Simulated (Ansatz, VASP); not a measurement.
**Two plane-wave programs on Ga3O4**

Contents of INCAR:

```
SYSTEM = Ga3O4
ALGO = Normal
EDIFF = 1E-6
EDIFFG = -0.08
ENCUT = 600
GGA = PE
IBRION = 2
ISIF = 3
ISMEAR = 0
LASPH = .True.
LCHARG = .False.
LREAL = .False.
LWAVE = .False.
NELM = 60
NSW = 36
PREC = Accurate
SIGMA = 0.2
```

The input KPOINTS:

```
k-points
0
Gamma
  4 4 4
  0 0 0
```

Contents of POSCAR:

```
Ga3O4
1.0
    4.6069484800      0.0000000000      0.0000000000
    0.0000000000      4.6069484800      0.0000000000
    0.0000000000      0.0000000000      4.6069484800
Ga O
3 4
Direct
    0.0000000000      0.0000000000      0.5000000000
    0.5000000000      0.0000000000      0.0000000000
    0.0000000000      0.5000000000      0.0000000000
    0.7206873300      0.7206873300      0.7206873300
    0.2793126700      0.2793126700      0.7206873300
    0.2793126700      0.7206873300      0.2793126700
    0.7206873300      0.2793126700      0.2793126700
```

Input for Ansatz:

```yaml
crystal:
  lattice:
    - [4.60694848, 0.0, 0.0]
    - [0.0, 4.60694848, 0.0]
    - [0.0, 0.0, 4.60694848]
  atoms:
    - { symbol: Ga, position: [0.0, 0.0, 0.5] }
    - { symbol: Ga, position: [0.5, 0.0, 0.0] }
    - { symbol: Ga, position: [0.0, 0.5, 0.0] }
    - { symbol: O, position: [0.72068733, 0.72068733, 0.72068733] }
    - { symbol: O, position: [0.27931267, 0.27931267, 0.72068733] }
    - { symbol: O, position: [0.27931267, 0.72068733, 0.27931267] }
    - { symbol: O, position: [0.72068733, 0.27931267, 0.27931267] }
basis:
  ecutwfc: 420
kpoints:
  mp_grid: { grid: [4, 4, 4] }
hamiltonian:
  xc: pbe
scf:
  occupations: { method: gaussian, width: 0.2 }
  lower_state_search: "off"
output:
  forces: true
  stress: true
  eigenvalues: true
relax:
  adjacent_minimum: "off"
  f_tol: 0.08
  max_steps: 16
  cell: { stress_tol: 0.8 }
```

Change from the starting cell: species swapped into the Ge3As4 type (P-43m, No. 215).

Alike in both runs: task relaxation of cell and atoms; functional PBE; k mesh 4 × 4 × 4; occupations gaussian, width 0.2 eV; no spin polarisation.

|  | VASP | Ansatz |
| --- | --- | --- |
| version | VASP 6.6.1 | Ansatz 0.2.0 |
| potentials or method | VASP PAW PBE potentials, release 64 (Ga_d, O), cutoff 600 eV | scalar-relativistic, plane waves, PAW |
| valence electrons in the cell | 63 | 63 |

VASP gave:

| Item | Value |
| --- | --- |
| gap on the k mesh at the Fermi level, each at its own relaxed structure (eV) | none |
| relaxed volume (Å³/atom) | 13.57 |
| relaxed length of the cell vector where the two differ most in proportion (Å) | 4.563 |

Task: Which values does Ansatz return?

Result: gap on the k mesh at the Fermi level, each at its own relaxed structure (eV): none; relaxed volume (Å³/atom): 13.65; relaxed length of the cell vector where the two differ most in proportion (Å): 4.572.

A gap of «none» marks a metal or a gap that the smearing closes.
